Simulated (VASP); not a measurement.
# SnPbO2 (Pmma) in VASP: further runs

Runs on SnPbO2. Level: PBE. Tasks: single point, relaxation of cell and atoms.

Everything below comes from runs of VASP 6.6.1. Logs are shortened: lines on timing, memory, paths and dates and some standing lists are left out, and cuts for length are marked.

## Step 1: The cell of the first run

Symmetry: Pmma, No. 51, orthorhombic system. The conventional cell has a = 5.603 Å, b = 5.590 Å, c = 5.169 Å, α = 90.00°, β = 90.00°, γ = 90.00°. Within 3.0 Å of Sn (site symmetry mm2) lie 4 O at 2.23 Å. Within 3.1 Å of Pb (site symmetry mm2) lie 4 O at 2.37 Å. Within 3.0 Å of O (site symmetry 2) lie 2 Sn at 2.23 Å and 2 Pb at 2.37 Å and 4 O at 2.70 to 2.89 Å.

## Step 2: Single point, PBE

File INCAR:

```
SYSTEM = SnPbO2
  ALGO = Normal
  EDIFF = 1E-6
  ENCUT = 910
  GGA = PE
  GGA_COMPAT = .FALSE.
  ISIF = 2
  ISMEAR = 0
  LASPH = .TRUE.
  LCHARG = .TRUE.
  LELF = .TRUE.
  LREAL = .FALSE.
  LVHAR = .TRUE.
  LWAVE = .FALSE.
  NBANDS = 50
  NELM = 120
  PREC = Accurate
  SIGMA = 0.15
```

File KPOINTS:

```
k-points
0
G
  2 2 3
  0 0 0
```

File POSCAR:

```
SnPbO2
1.0
    5.6027450768      0.0000000000      0.0000000000
    0.0000000000      5.5904216219      0.0000000000
    0.0000000000      0.0000000000      5.1688666023
Sn Pb O
2 2 4
Direct
    0.7500000000      0.0000000000      0.7883000752
    0.2500000000      0.0000000000      0.2116999248
    0.7500000000      0.5000000000      0.2416129975
    0.2500000000      0.5000000000      0.7583870025
    0.5000000000      0.2412452100      0.0000000000
    0.0000000000      0.2412452100      0.0000000000
    0.0000000000      0.7587547900      0.0000000000
    0.5000000000      0.7587547900      0.0000000000
```

Potentials or basis: VASP PAW PBE potentials, release 64 (Sn_d, Pb_d, O_h).

The run is started by

```console
cat potpaw_PBE.64/Sn_d/POTCAR potpaw_PBE.64/Pb_d/POTCAR potpaw_PBE.64/O_h/POTCAR > POTCAR
mpirun -np 1 vasp_std > vasp.out
```

OUTCAR:

```text
SYSTEM = SnPbO2
   EDIFF = 1E-6
   ENCUT = 910
   GGA = PE
   ISIF = 2
   ISMEAR = 0
   LASPH = .TRUE.
   LREAL = .FALSE.
   NELM = 120
   PREC = Accurate

 ion  position               nearest neighbor table
   1  0.750  0.000  0.788-   5 2.23   6 2.23   7 2.23   8 2.23   2 3.55   2 3.55   3 3.65   3 3.65

   2  0.250  0.000  0.212-   5 2.23   6 2.23   7 2.23   8 2.23   1 3.55   1 3.55   4 3.65   4 3.65

   3  0.750  0.500  0.242-   5 2.37   6 2.37   7 2.37   8 2.37   1 3.65   1 3.65   4 3.75   4 3.75
                             4 3.87   4 3.87
   4  0.250  0.500  0.758-   5 2.37   6 2.37   7 2.37   8 2.37   2 3.65   2 3.65   3 3.75   3 3.75
                             3 3.87   3 3.87
   5  0.500  0.241  0.000-   1 2.23   2 2.23   3 2.37   4 2.37
   6  0.000  0.241  0.000-   1 2.23   2 2.23   3 2.37   4 2.37
   7  0.000  0.759  0.000-   1 2.23   2 2.23   3 2.37   4 2.37
   8  0.500  0.759  0.000-   1 2.23   2 2.23   3 2.37   4 2.37

  LATTYP: Found a simple orthorhombic cell.
 ALAT       =     5.1688666023
 B/A-ratio  =     1.0815565678
 C/A-ratio  =     1.0839407375

  Lattice vectors:

 A1 = (   0.0000000000,   0.0000000000,  -5.1688666023)
 A2 = (   0.0000000000,   5.5904216219,   0.0000000000)
 A3 = (   5.6027450768,   0.0000000000,   0.0000000000)

Analysis of symmetry for initial positions (statically):
=====================================================================
 Subroutine PRICEL returns:
 Original cell was already a primitive cell.

 Routine SETGRP: Setting up the symmetry group for a
 simple orthorhombic supercell.

 Subroutine GETGRP returns: Found  8 space group operations
 (whereof  4 operations were pure point group operations)
 out of a pool of  8 trial point group operations.

The static configuration has the point symmetry C_2h.
 The point group associated with its full space group is D_2h.

Analysis of symmetry for dynamics (positions and initial velocities):
=====================================================================
 Subroutine PRICEL returns:
 Original cell was already a primitive cell.

 Routine SETGRP: Setting up the symmetry group for a
 simple orthorhombic supercell.

 Subroutine GETGRP returns: Found  8 space group operations
 (whereof  4 operations were pure point group operations)
 out of a pool of  8 trial point group operations.

The dynamic configuration has the point symmetry C_2h.
 The point group associated with its full space group is D_2h.

[... 98 lines left out ...]
   NFREE  =      0    steps in history (QN), initial steepest desc. (CG)
   ISIF   =      2    stress and relaxation
   ISYM   =      2    0-nonsym 1-usesym 2-fastsym
   POTIM  = 0.5000    time-step for ionic-motion
   TEBEG  =    0.0;   TEEND  =   0.0 temperature during run
   PSTRESS=    0.0 pullay stress
   NELECT =      80.0000    total number of electrons
   NUPDOWN=      -1.0000    fix difference up-down
   EMIN   =  10.00;   EMAX   =-10.00  energy-range for DOS
   EFERMI =   0.00;   METHOD = LEGACY
   ISMEAR =     0;   SIGMA  =   0.15  broadening in eV -4-tet -1-fermi 0-gaus
   EFERMI_NEDOS =   21; number of points for ismear=-14 and -15
   IALGO  =     38    algorithm
   IMIX   =      4    mixing-type and parameters
     AMIX     =   0.40;   BMIX     =  1.00
     AMIX_MAG =   1.60;   BMIX_MAG =  1.00
  volume/ion in A,a.u.               =      20.24       136.57
  Fermi-wavevector in a.u.,A,eV,Ry     =   1.294269  2.445814 22.791561  1.675132
  Thomas-Fermi vector in A             =   2.425863
   LORBIT       =      0    0 simple, 1 ext, 2 COOP (PROOUT), +10 PAW based schemes
   GGA     = PE    functional components
   LHFCALC =     F    Hartree Fock is set to
   AEXX    =    0.0000 exact exchange contribution
   IVDW    =     0    specifies the selected vdW correction
   LEPSILON=     F    determine dielectric tensor
   LRPA    =     F    only Hartree local field effects (RPA)
 non-spin polarized calculation
 Gauss-broadening in eV      SIGMA  =   0.15
  energy-cutoff  :      910.00
  volume of cell :      161.90
 maximum number of plane-waves:     10105
 NGX is ok and might be reduce to    56
   NGX = 27   NGY = 27   NGZ = 25

 number of electron      80.0000006 magnetization

 Free energy of the ion-electron system (eV)
  ---------------------------------------------------
  ext. energy  EPLUGINS =         0.00000000
  ---------------------------------------------------
  free energy    TOTEN  =       -44.26969126 eV

  energy without entropy =      -44.26965930  energy(sigma->0) =      -44.26967528

 E-fermi :   5.9917     XC(G=0):  -9.5966

 val. band max:        5.6209753993   @ k =   0.0000   0.0000   0.0000
 cond. band min:       6.3677000850   @ k =   0.0000   0.0000   0.0000
 fundamental gap:      0.7467246858
 Fermi energy:         5.9916987472

 k-point     1 :       0.0000    0.0000    0.0000
  band No.  band energies     occupation
      1     -15.5612      2.00000
      2     -15.5180      2.00000
      3     -15.4722      2.00000
      4     -15.3271      2.00000
      5     -15.3228      2.00000
      6     -15.2996      2.00000
[... 413 lines left out ...]
     49      11.7020      0.00000
     50      11.7719      0.00000

------------------------ aborting loop because EDIFF is reached ----------------------------------------

  FORCE on cell =-STRESS in cart. coord.  units (eV):
  Direction    XX          YY          ZZ          XY          YZ          ZX
  --------------------------------------------------------------------------------------
  -------------------------------------------------------------------------------------
  Total        0.3390147      0.4048153      0.6969706      0.0000000      0.0000000     -0.0000000
  in kB        3.3549677      4.0061456      6.8973822      0.0000000      0.0000000     -0.0000000
  external PRESSURE =       4.7528318 kB  Pullay stress =       0.0000000 kB

 VOLUME and BASIS-vectors are now :
 -----------------------------------------------------------------------------
  energy-cutoff  :      910.00
  volume of cell :      161.90
      direct lattice vectors                 reciprocal lattice vectors
     5.602745077  0.000000000  0.000000000     0.178483937  0.000000000  0.000000000
     0.000000000  5.590421622  0.000000000     0.000000000  0.178877385  0.000000000
     0.000000000  0.000000000  5.168866602     0.000000000  0.000000000  0.193466010

 POSITION                                       TOTAL-FORCE (eV/Angst)
 -----------------------------------------------------------------------------------
      4.20206      0.00000      4.07462         0.000000     -0.000000     -0.039449
      1.40069      0.00000      1.09425        -0.000000     -0.000000      0.039449
      4.20206      2.79521      1.24887         0.000000     -0.000000      0.005795
      1.40069      2.79521      3.92000         0.000000     -0.000000     -0.005795
      2.80137      1.34866      0.00000        -0.000000      0.009286      0.000000
      0.00000      1.34866      0.00000        -0.000000      0.009286      0.000000
      0.00000      4.24176      0.00000        -0.000000     -0.009286      0.000000
      2.80137      4.24176      0.00000         0.000000     -0.009286      0.000000
 -----------------------------------------------------------------------------------
    total drift:                                0.000000      0.000000     -0.000000

  FREE ENERGIE OF THE ION-ELECTRON SYSTEM (eV)
  ---------------------------------------------------
  free  energy   TOTEN  =       -44.2696912600 eV

  energy  without entropy=      -44.2696593011  energy(sigma->0) =      -44.26967528
```

OSZICAR:

```text
N       E                     dE             d eps       ncg     rms          rms(c)
DAV:   1     0.133280837662E+04    0.13328E+04   -0.51592E+04   848   0.306E+03
DAV:   2     0.298339122754E+03   -0.10345E+04   -0.99771E+03   800   0.825E+02
DAV:   3    -0.157418668792E+01   -0.29991E+03   -0.28187E+03  1052   0.323E+02
DAV:   4    -0.506669721288E+02   -0.49093E+02   -0.47122E+02  1084   0.117E+02
DAV:   5    -0.528245154631E+02   -0.21575E+01   -0.21387E+01  1040   0.282E+01    0.172E+01
DAV:   6    -0.441640253497E+02    0.86605E+01   -0.32796E+01  1402   0.522E+01    0.684E+00
DAV:   7    -0.443234807079E+02   -0.15946E+00   -0.57163E+00   964   0.116E+01    0.406E+00
DAV:   8    -0.443306805067E+02   -0.71998E-02   -0.16160E+00  1312   0.707E+00    0.177E+00
DAV:   9    -0.442626612520E+02    0.68019E-01   -0.26271E-01  1286   0.466E+00    0.368E-01
DAV:  10    -0.442698387995E+02   -0.71775E-02   -0.40100E-02  1200   0.149E+00    0.251E-01
DAV:  11    -0.442695711111E+02    0.26769E-03   -0.56963E-03  1286   0.566E-01    0.620E-02
DAV:  12    -0.442697176725E+02   -0.14656E-03   -0.13402E-03  1152   0.178E-01    0.687E-02
DAV:  13    -0.442696970830E+02    0.20589E-04   -0.11163E-04  1174   0.847E-02    0.282E-02
DAV:  14    -0.442696914488E+02    0.56342E-05   -0.42992E-05  1168   0.333E-02    0.330E-03
DAV:  15    -0.442696912600E+02    0.18881E-06   -0.20974E-06   766   0.119E-02
   1 F= -.44269691E+02 E0= -.44269675E+02  d E =-.319589E-04
```

Run time: 2.3 min. Hardware: 1 thread of Intel Xeon 6975P-C (Granite Rapids), shared host; peak memory 0.48 GiB.

Results:

```yaml
Free_energy: -44.2697 eV
Pressure: 0.5 GPa
Largest_force: 0.039 eV/Å
Band_gap_on_the_k_mesh: 0.75 eV
```

Forces on the atoms (eV/Å):
```
Sn   0.000  0.000 -0.039
Sn   0.000  0.000  0.039
Pb   0.000  0.000  0.006
Pb   0.000  0.000 -0.006
O    0.000  0.009  0.000
O    0.000  0.009  0.000
O    0.000 -0.009  0.000
O    0.000 -0.009  0.000
```

Stress tensor (GPa, compression positive):
```
0.34 0.00 0.00
0.00 0.40 0.00
0.00 0.00 0.69
```

Levels at points of the mesh, in eV from the valence-band top:
| k point | band 38 | band 39 | band 40 | band 41 | band 42 | band 43 |
| --- | --- | --- | --- | --- | --- | --- |
| (0.00, 0.00, 0.00) | -1.80 | -1.77 | 0.00 | 0.75 | 0.79 | 1.74 |
| (0.50, 0.00, 0.00) | -2.01 | -0.73 | -0.73 | 2.56 | 2.56 | 2.78 |
| (0.00, 0.50, 0.00) | -2.05 | -1.43 | -0.14 | 2.23 | 2.67 | 2.91 |
| (0.50, 0.50, 0.00) | -2.40 | -1.79 | -1.79 | 2.44 | 2.44 | 3.33 |

Caveat: the k points lie up to 0.56 Å⁻¹ apart; the cutoff is under 1.25 times the usual one of these potentials, so pressure, stress and relaxed cells hold a basis-set (Pulay) error; spin-orbit coupling is left out, which moves the levels of the heavy elements.

## Step 3: Relaxation of cell and atoms, PBE

This run uses another cell than the first one, of 18.46 Å³/atom.

File INCAR:

```
SYSTEM = SnPbO2
  ALGO = Normal
  EDIFF = 1E-6
  EDIFFG = -0.08
  ENCUT = 600
  GGA = PE
  IBRION = 2
  ISIF = 3
  ISMEAR = 0
  LASPH = .TRUE.
  LCHARG = .FALSE.
  LREAL = .FALSE.
  LWAVE = .FALSE.
  NELM = 80
  NSW = 36
  PREC = Accurate
  SIGMA = 0.15
```

KPOINTS is that of step 2.

File POSCAR:

```
SnPbO2
1.0
    5.4900000000      0.0000000000      0.0000000000
    0.0000000000      5.4900000000      0.0000000000
    0.0000000000      0.0000000000      4.9000000000
Sn Pb O
2 2 4
Direct
    0.7500000000      0.0000000000      0.7650000000
    0.2500000000      0.0000000000      0.2350000000
    0.7500000000      0.5000000000      0.2370000000
    0.2500000000      0.5000000000      0.7630000000
    0.5000000000      0.2500000000      0.0000000000
    0.0000000000      0.2500000000      0.0000000000
    0.0000000000      0.7500000000      0.0000000000
    0.5000000000      0.7500000000      0.0000000000
```

Potentials or basis: VASP PAW PBE potentials, release 64 (Sn_d, Pb_d, O).

The run is started by

```console
cat potpaw_PBE.64/Sn_d/POTCAR potpaw_PBE.64/Pb_d/POTCAR potpaw_PBE.64/O/POTCAR > POTCAR
mpirun -np 1 vasp_std > vasp.out
```

Wall time 6.3 min (1 thread of AMD EPYC 9R45 (Zen 5), shared host); peak memory 0.31 GiB.

It converged, with:

| Property | Result |
| --- | --- |
| Free energy | -44.2468 eV |
| Relaxed volume | 20.84 Å³/atom |
| Relaxed cell | a = 5.596 Å, b = 5.582 Å, c = 5.336 Å, α = 90.00°, β = 90.00°, γ = 90.00° |
| Space group after relaxing (to 0.1 Å) | Pmma (No. 51) |
| Energy gained by relaxing | 56.9 meV/atom |
| Ionic steps | 15 |
| Pressure after relaxing | 0.1 GPa |
| Largest force after relaxing | 0.067 eV/Å |
| Band gap on the k mesh | 0.90 eV |

Forces on the atoms (eV/Å):
```
Sn   0.000  0.000  0.010
Sn   0.000  0.000 -0.010
Pb   0.000  0.000 -0.047
Pb   0.000  0.000  0.047
O    0.000 -0.067  0.000
O    0.000 -0.067  0.000
O    0.000  0.067  0.000
O    0.000  0.067  0.000
```

Stress tensor (GPa, compression positive):
```
 0.08  0.00  0.00
 0.00  0.21  0.00
 0.00  0.00 -0.02
```

Step by step:
| step | energy change (eV) | largest force (eV/Å) | pressure (GPa) | volume (Å³) |
| --- | --- | --- | --- | --- |
| 1 | 0.0000 | 1.7278 | 6.31 | 147.69 |
| 2 | -0.2161 | 1.3507 | -4.30 | 163.77 |
| 3 | -0.3303 | 1.0055 | -0.95 | 157.35 |
| 4 | -0.4051 | 0.2841 | 0.25 | 156.88 |
| 5 | -0.4075 | 0.1223 | 0.54 | 156.78 |
| 6 | -0.4165 | 0.1120 | 0.19 | 158.17 |
| 7 | -0.4254 | 0.1922 | -0.35 | 160.70 |
| 8 | -0.4264 | 0.2319 | -0.64 | 161.96 |
| 9 | -0.4317 | 0.1772 | -0.39 | 162.20 |
| 10 | -0.4384 | 0.1870 | 0.16 | 162.75 |
| 11 | -0.4388 | 0.2374 | 0.35 | 162.92 |
| 12 | -0.4445 | 0.1740 | 0.24 | 163.73 |
| 13 | -0.4520 | 0.1049 | 0.01 | 165.71 |
| 14 | -0.4525 | 0.1202 | -0.09 | 166.43 |
| 15 | -0.4550 | 0.0669 | 0.09 | 166.70 |

Final structure:
```cif
data_structure
_symmetry_space_group_name_H-M 'P 1'
_symmetry_Int_Tables_number 1
_cell_length_a 5.5964
_cell_length_b 5.5820
_cell_length_c 5.3363
_cell_angle_alpha 90.000
_cell_angle_beta 90.000
_cell_angle_gamma 90.000
_cell_volume 166.70
loop_
_atom_site_label
_atom_site_type_symbol
_atom_site_fract_x
_atom_site_fract_y
_atom_site_fract_z
_atom_site_occupancy
Sn1 Sn 0.75000 0.00000 0.79391 1
Sn2 Sn 0.25000 0.00000 0.20609 1
Pb1 Pb 0.75000 0.50000 0.23637 1
Pb2 Pb 0.25000 0.50000 0.76363 1
O1 O 0.50000 0.24245 0.00000 1
O2 O 0.00000 0.24245 0.00000 1
O3 O 0.00000 0.75755 0.00000 1
O4 O 0.50000 0.75755 0.00000 1
```

Levels at points of the mesh, in eV from the valence-band top:
```tsv
k point	band 38	band 39	band 40	band 41	band 42	band 43
(0.00, 0.00, 0.00)	-1.74	-1.71	0.00	0.90	0.93	1.67
(0.50, 0.00, 0.00)	-1.95	-0.72	-0.72	2.69	2.69	2.72
(0.00, 0.50, 0.00)	-1.98	-1.41	-0.15	2.36	2.61	3.01
(0.50, 0.50, 0.00)	-2.36	-1.71	-1.71	2.39	2.39	3.18
```

Caveat: the k points lie up to 0.56 Å⁻¹ apart in the final cell; spin-orbit coupling is left out, which moves the levels of the heavy elements; the relaxation stopped at a loose force limit of 0.08 eV/Å, so its end isn't a converged minimum.
